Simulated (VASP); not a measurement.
Fe, 4 atoms in the cell. The structure is hexagonal, space group P6_3/mmc (No. 194). Conventional cell: a = 2.319 Å, b = 2.319 Å, c = 7.463 Å, α = 90.00°, β = 90.00°, γ = 120.00°. Within 3.0 Å of Fe (site symmetry -3m) lie 12 Fe at 2.30 to 2.32 Å. Fe (site symmetry -6m2) has 12 Fe at 2.30 to 2.32 Å within 3.0 Å. This isn't the form of Fe at room conditions, which is bcc.

- Program: VASP 6.6.1
- Task: single point
- Functional: PBEsol
- Potentials or basis: VASP PAW PBE potentials, release 64 (Fe)
- Cutoff: 520 eV
- k mesh: 20 × 20 × 6
- Occupations: fermi-dirac, width 0.1 eV
- Spin: no spin polarisation
- Dipole correction: no
- Further INCAR settings: ALGO = Normal; EDIFF = 1e-07; NBANDS = 24

Potentials or basis: VASP PAW PBE potentials, release 64 (Fe).

The run is started by

```bash
$ cat potpaw_PBE.64/Fe/POTCAR > POTCAR
$ mpirun -np 1 vasp_std > vasp.out
```

Hardware: 1 thread of Intel(R) Xeon(R) Platinum 8375C CPU @ 2.90GHz (Ice Lake) (shared host).

Problem. Estimate the wall time of this run.

Solution. Wall time 2.1 min on 1 thread of Intel(R) Xeon(R) Platinum 8375C CPU @ 2.90GHz (Ice Lake), on a shared host, peak memory 0.23 GiB. Counts: scf iterations 16, k points 176.
